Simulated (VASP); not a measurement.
# I (Fmmm) in VASP: further runs

I is run at these levels: r2SCAN; tasks: single point.

Everything below comes from runs of VASP 6.6.1. Logs are shortened: lines on timing, memory, paths and dates and some standing lists are left out, and cuts for length are marked.

### Step 1. The cell of the first run

The typed cell holds 1 atom: a = 3.546 Å, b = 3.545 Å, c = 2.972 Å, α = 65.24°, β = 65.21°, γ = 49.55°.

### Step 2. Single point, r2SCAN

POSCAR reads:

```
I
1.0
    0.0000000000      2.1019083153      2.8554294510
    2.1004899516      0.0000000000      2.8554294510
    2.1004899516      2.1019083153      0.0000000000
I
1
Direct
    0.0000000000      0.0000000000      0.0000000000
```

INCAR.step1 reads:

```
  PREC = Accurate
  ENCUT = 520
  ISMEAR = -1
  SIGMA = 0.1
  LREAL = False
  LASPH = True
  NELM = 100
  NBANDS = 10
  GGA = PE
  ALGO = Normal
  EDIFF = 1E-4
  LWAVE = True
  LCHARG = False
```

INCAR.step2 reads:

```
  PREC = Accurate
  ENCUT = 520
  EDIFF = 1E-6
  ISMEAR = -1
  SIGMA = 0.1
  LREAL = False
  LASPH = True
  NELM = 100
  ALGO = Normal
  ISIF = 2
  LWAVE = False
  LCHARG = False
  METAGGA = R2SCAN
  LMIXTAU = True
  NBANDS = 10
  ISTART = 1
```

KPOINTS reads:

```
regular mesh
0
Gamma
  16 16 16
```

Potentials or basis: VASP PAW PBE potentials, release 64 (I).

Command:

```
> cat potpaw_PBE.64/I/POTCAR > POTCAR
> cp INCAR.step1 INCAR
> mpirun -np 1 vasp_std > vasp.out
> cp INCAR.step2 INCAR
> mpirun -np 1 vasp_std > vasp.out
```

OUTCAR:

```text
PREC = Accurate
   ENCUT = 520
   EDIFF = 1E-6
   ISMEAR = -1
   LREAL = False
   LASPH = True
   NELM = 100
   ISIF = 2
   METAGGA = R2SCAN
   ISTART = 1

 ion  position               nearest neighbor table
   1  0.000  0.000  0.000-

  LATTYP: Found a face centered orthorhombic cell.
 ALAT       =     4.2009799032
 B/A-ratio  =     1.0006752537
 C/A-ratio  =     1.3594111454

  Lattice vectors:

 A1 = (   0.0000000000,   2.1019083153,   2.8554294510)
 A2 = (   2.1004899516,   0.0000000000,   2.8554294510)
 A3 = (   2.1004899516,   2.1019083153,   0.0000000000)

Analysis of symmetry for initial positions (statically):
=====================================================================
 Subroutine PRICEL returns:
 Original cell was already a primitive cell.

 Routine SETGRP: Setting up the symmetry group for a
 face centered orthorhombic supercell.

 Subroutine GETGRP returns: Found  8 space group operations
 (whereof  8 operations were pure point group operations)
 out of a pool of  8 trial point group operations.

The static configuration has the point symmetry D_2h.

Analysis of symmetry for dynamics (positions and initial velocities):
=====================================================================
 Subroutine PRICEL returns:
 Original cell was already a primitive cell.

 Routine SETGRP: Setting up the symmetry group for a
 face centered orthorhombic supercell.

 Subroutine GETGRP returns: Found  8 space group operations
 (whereof  8 operations were pure point group operations)
 out of a pool of  8 trial point group operations.

The dynamic configuration has the point symmetry D_2h.

 Subroutine INISYM returns: Found  8 space group operations
 (whereof  8 operations are pure point group operations),
 and found     1 'primitive' translations

----------------------------------------------------------------------------------------

                                     Primitive cell

  volume of cell :      25.2137

  direct lattice vectors                    reciprocal lattice vectors
     0.000000000  2.101908315  2.855429451    -0.238039701  0.237879072  0.175105009
     2.100489952  0.000000000  2.855429451     0.238039701 -0.237879072  0.175105009
     2.100489952  2.101908315  0.000000000     0.238039701  0.237879072 -0.175105009

  length of vectors
     3.545630539  3.544789893  2.971544481     0.379356187  0.379356187  0.379356187

  position of ions in fractional coordinates (direct lattice)
     0.000000000  0.000000000  0.000000000

  ion indices of the primitive-cell ions
   primitive index   ion index
                 1           1

----------------------------------------------------------------------------------------

 KPOINTS: regular mesh

Automatic generation of k-mesh.
 Grid dimensions read from file:
 generate k-points for:   16   16   16

 Generating k-lattice:

  Cartesian coordinates                     Fractional coordinates (reciprocal lattice)
    -0.014877481  0.014867442  0.010944063     0.062500000  0.000000000 -0.000000000
     0.014877481 -0.014867442  0.010944063     0.000000000  0.062500000  0.000000000
     0.014877481  0.014867442 -0.010944063    -0.000000000  0.000000000  0.062500000

  Length of vectors
     0.023709762  0.023709762  0.023709762

  Shift w.r.t. Gamma in fractional coordinates (k-lattice)
     0.000000000  0.000000000  0.000000000

 Subroutine IBZKPT returns following result:
 ===========================================

 Found    621 irreducible k-points:

 Following reciprocal coordinates:
            Coordinates               Weight
  0.000000  0.000000  0.000000      1.000000
  0.062500  0.000000  0.000000      8.000000
  0.125000  0.000000  0.000000      8.000000
  0.187500  0.000000  0.000000      8.000000
  0.250000  0.000000  0.000000      8.000000
  0.312500  0.000000  0.000000      8.000000
[... 16 lines left out ...]
 -0.125000  0.062500 -0.000000      8.000000
 -0.062500  0.062500 -0.000000      4.000000
 [... further k-points ...]
   k-points           NKPTS =    621   k-points in BZ     NKDIM =    621   number of bands    NBANDS=     10
   number of dos      NEDOS =    301   number of ions     NIONS =      1
   total plane-waves  NPLWV =  18816
   dimension x,y,z NGX =    28 NGY =   28 NGZ =   24
   dimension x,y,z NGXF=    56 NGYF=   56 NGZF=   48
   ions per type =               1
   NGX,Y,Z   is equivalent  to a cutoff of  13.13, 13.13, 13.43 a.u.
   NGXF,Y,Z  is equivalent  to a cutoff of  26.26, 26.26, 26.85 a.u.
 SYSTEM =  unknown system
   PREC   = accura    normal or accurate (medium, high low for compatibility)
   ISTART =      1    job   : 0-new  1-cont  2-samecut
   ICHARG =      0    charge: 1-file 2-atom 10-const
   ISPIN  =      1    spin polarized calculation?
   LNONCOLLINEAR =      F non collinear calculations
   LSORBIT =      F    spin-orbit coupling
   LASPH  =      T    aspherical Exc in radial PAW
   ENCUT  =  520.0 eV  38.22 Ry    6.18 a.u.   6.59  6.59  5.53*2*pi/ulx,y,z
   NELM   =    100;   NELMIN=  2; NELMDL=  0     # of ELM steps
   EDIFF  = 0.1E-05   stopping-criterion for ELM
   LREAL  =      F    real-space projection
   EDIFFG = 0.1E-04   stopping-criterion for IOM
   NSW    =      0    number of steps for IOM
   IBRION =     -1    ionic relax: 0-MD 1-quasi-New 2-CG
   NFREE  =      0    steps in history (QN), initial steepest desc. (CG)
   ISIF   =      2    stress and relaxation
   ISYM   =      2    0-nonsym 1-usesym 2-fastsym
   POTIM  = 0.5000    time-step for ionic-motion
   TEBEG  =    0.0;   TEEND  =   0.0 temperature during run
   PSTRESS=    0.0 pullay stress
   NELECT =       7.0000    total number of electrons
   NUPDOWN=      -1.0000    fix difference up-down
   EMIN   =  10.00;   EMAX   =-10.00  energy-range for DOS
   EFERMI =   0.00;   METHOD = LEGACY
   ISMEAR =    -1;   SIGMA  =   0.10  broadening in eV -4-tet -1-fermi 0-gaus
   EFERMI_NEDOS =   21; number of points for ismear=-14 and -15
   IALGO  =     38    algorithm
   IMIX   =      4    mixing-type and parameters
     AMIX     =   0.40;   BMIX     =  1.00
     AMIX_MAG =   1.60;   BMIX_MAG =  1.00
  volume/ion in A,a.u.               =      25.21       170.15
  Fermi-wavevector in a.u.,A,eV,Ry     =   1.067978  2.018185 15.518488  1.140577
  Thomas-Fermi vector in A             =   2.203611
   LORBIT       =      0    0 simple, 1 ext, 2 COOP (PROOUT), +10 PAW based schemes
   METAGGA = R2SCAN    functional components
   LHFCALC =     F    Hartree Fock is set to
   AEXX    =    0.0000 exact exchange contribution
   IVDW    =     0    specifies the selected vdW correction
   LEPSILON=     F    determine dielectric tensor
   LRPA    =     F    only Hartree local field effects (RPA)
 non-spin polarized calculation
  energy-cutoff  :      520.00
  volume of cell :       25.21
 maximum number of plane-waves:       695
   NGX = 13   NGY = 13   NGZ = 11

 number of electron       7.0000000 magnetization

 Free energy of the ion-electron system (eV)
  ---------------------------------------------------
  ext. energy  EPLUGINS =         0.00000000
  ---------------------------------------------------
  free energy    TOTEN  =       -23.70931680 eV

  energy without entropy =      -23.69766256  energy(sigma->0) =      -23.70348968

 E-fermi :   9.4907     XC(G=0): -11.1023

 val. band max:        9.4827006996   @ k =   0.5000   0.3750   0.0625
 cond. band min:       9.5356233503   @ k =  -0.0625   0.0625   0.1250
 fundamental gap:      0.0529226508
 Fermi energy:         9.4906580227

 k-point     1 :       0.0000    0.0000    0.0000
  band No.  band energies     occupation
      1      -7.7127      2.00000
      2       9.4289      1.29933
      3      11.5616      0.00000
      4      11.5649      0.00000
      5      17.3882      0.00000
      6      17.6149      0.00000
      7      20.8629      0.00000
      8      21.3947      0.00000
      9      21.3993      0.00000
     10      22.0222      0.00000

 k-point     2 :       0.0625    0.0000    0.0000
  band No.  band energies     occupation
      1      -7.6357      2.00000
      2       9.2930      1.75660
      3      10.9522      0.00000
      4      11.5857      0.00000
      5      17.5259      0.00000
      6      17.9546      0.00000
      7      20.0608      0.00000
      8      21.1015      0.00000
      9      21.5048      0.00000
     10      22.2862      0.00000

 k-point     3 :       0.1250    0.0000    0.0000
  band No.  band energies     occupation
      1      -7.4066      2.00000
      2       8.8137      1.99771
      3       9.6788      0.26435
      4      11.6518      0.00000
      5      17.5262      0.00000
      6      18.4570      0.00000
      7      19.2600      0.00000
      8      21.8197      0.00000
      9      21.9002      0.00000
     10      22.9852      0.00000

 k-point     4 :       0.1875    0.0000    0.0000
  band No.  band energies     occupation
      1      -7.0321      2.00000
      2       7.4995      2.00000
      3       8.8679      1.99606
      4      11.7577      0.00000
      5      16.7568      0.00000
      6      18.6917      0.00000
      7      19.8515      0.00000
      8      22.3019      0.00000
      9      23.0220      0.00000
     10      24.1776      0.00000
[... 222 lines left out ...]
 k-point    22 :      -0.1875    0.0625   -0.0000
  band No.  band energies     occupation
      1      -6.6810      2.00000
      2       6.2836      2.00000
      3       8.7854      1.99827
      4      12.0928      0.00000
      5      16.1725      0.00000
      6      19.0544      0.00000
      7      19.6025      0.00000
      8      22.4032      0.00000
      9      23.3207      0.00000
     10      23.9934      0.00000

 k-point    23 :      -0.1250    0.0625   -0.0000
  band No.  band energies     occupation
      1      -7.1402      2.00000
      2       7.9820      2.00000
      3       9.1711      1.92131
      4      11.9141      0.00000
      5      17.1294      0.00000
      6      18.2783      0.00000
      7      19.1495      0.00000
      8      21.9371      0.00000
      9      22.6884      0.00000
     10      24.0778      0.00000

 k-point    24 :      -0.0625    0.0625   -0.0000
  band No.  band energies     occupation
      1      -7.4621      2.00000
      2       9.3627      1.56463
      3       9.6247      0.41490
      4      11.7382      0.00000
      5      17.5950      0.00000
      6      18.5431      0.00000
      7      18.6600      0.00000
      8      21.6162      0.00000
      9      22.2976      0.00000
     10      22.3683      0.00000

 [... further k-points ...]
[... 5 lines left out ...]
  --------------------------------------------------------------------------------------
  -------------------------------------------------------------------------------------
  Total        3.9332890      3.9319206      3.9396089     -0.0000000      0.0000000      0.0000000
  in kB      249.9370458    249.8500905    250.3386404     -0.0000000      0.0000000      0.0000000
  external PRESSURE =     250.0419256 kB  Pullay stress =       0.0000000 kB

 VOLUME and BASIS-vectors are now :
 -----------------------------------------------------------------------------
  energy-cutoff  :      520.00
  volume of cell :       25.21
      direct lattice vectors                 reciprocal lattice vectors
     0.000000000  2.101908315  2.855429451    -0.238039701  0.237879072  0.175105009
     2.100489952  0.000000000  2.855429451     0.238039701 -0.237879072  0.175105009
     2.100489952  2.101908315  0.000000000     0.238039701  0.237879072 -0.175105009

 POSITION                                       TOTAL-FORCE (eV/Angst)
 -----------------------------------------------------------------------------------
      0.00000      0.00000      0.00000         0.000000      0.000000      0.000000
 -----------------------------------------------------------------------------------
    total drift:                                0.000000      0.000000      0.000000

  FREE ENERGIE OF THE ION-ELECTRON SYSTEM (eV)
  ---------------------------------------------------
  free  energy   TOTEN  =       -23.7093168049 eV

  energy  without entropy=      -23.6976625585  energy(sigma->0) =      -23.70348968
```

Run time: 8.1 min. Hardware: 1 thread of Intel Xeon Platinum 8259CL at 2.50GHz (Skylake/Cascade Lake), shared host; peak memory 0.27 GiB.

What came out:

- Free energy: -23.7093 eV
- Pressure: 25.0 GPa

Caveat: the PAW data sets were made with another functional, which shifts forces and pressure a little; spin-orbit coupling is left out, which moves the levels of the heavy elements; an odd number of electrons without spin polarisation forces a metal; a magnetic or distorted state may lie lower.

### Step 3. Single point, r2SCAN

This run uses another cell than the first one, of 25.04 Å³/atom, 0.993 times its volume.

POSCAR reads:

```
I
1.0
    0.0000000000      2.1438788482      2.8413215360
    2.0557382154      0.0000000000      2.8413215360
    2.0557382154      2.1438788482      0.0000000000
I
1
Direct
    0.0000000000      0.0000000000      0.0000000000
```

INCAR.step1 reads:

```
PREC = Accurate
ENCUT = 520
ISMEAR = 0
SIGMA = 0.1
LREAL = F
LASPH = T
NELM = 100
NBANDS = 10
GGA = PE
ALGO = Normal
EDIFF = 1E-4
LWAVE = T
LCHARG = F
```

INCAR.step2 reads:

```
PREC = Accurate
ENCUT = 520
EDIFF = 1E-6
ISMEAR = 0
SIGMA = 0.1
LREAL = F
LASPH = T
NELM = 100
ALGO = Normal
ISIF = 2
LWAVE = F
LCHARG = T
METAGGA = R2SCAN
LMIXTAU = T
LELF = T
LVHAR = T
NBANDS = 10
ISTART = 1
```

KPOINTS reads:

```
Automatic mesh
0
Gamma
  8 8 8
```

Potentials or basis: VASP PAW PBE potentials, release 64 (I).

Command:

```
> cat potpaw_PBE.64/I/POTCAR > POTCAR
> cp INCAR.step1 INCAR
> mpirun -np 1 vasp_std > vasp.out
> cp INCAR.step2 INCAR
> mpirun -np 1 vasp_std > vasp.out
```

It took 94 s on 1 thread of Intel Xeon Platinum 8259CL at 2.50GHz (Skylake/Cascade Lake), shared host; peak memory 0.17 GiB.

It converged, with:

```
Free energy : -23.6603 eV
Pressure    : 25.0 GPa
```

Stress tensor (GPa, compression positive):
```
24.79  0.00  0.00
 0.00 25.04  0.00
 0.00  0.00 25.11
```

Levels at points of the mesh, in eV from the Fermi level:
| k point | band 2 | band 3 | band 4 | band 5 | band 6 | band 7 |
| --- | --- | --- | --- | --- | --- | --- |
| (0.00, 0.00, 0.00) | -0.20 | 1.78 | 1.99 | 7.78 | 7.95 | 11.22 |
| (0.50, 0.00, 0.00) | -8.37 | -2.18 | 2.59 | 4.55 | 9.86 | 11.85 |
| (0.50, 0.50, 0.00) | -7.91 | -0.09 | 0.20 | 5.59 | 6.53 | 20.05 |
| (0.50, 0.00, 0.50) | -7.22 | -4.78 | -1.41 | 2.70 | 4.50 | 13.73 |
| (0.00, 0.50, 0.50) | -6.75 | -5.25 | -2.02 | 2.40 | 3.96 | 14.39 |

Caveat: the PAW data sets were made with another functional, which shifts forces and pressure a little; spin-orbit coupling is left out, which moves the levels of the heavy elements; an odd number of electrons without spin polarisation forces a metal; a magnetic or distorted state may lie lower.
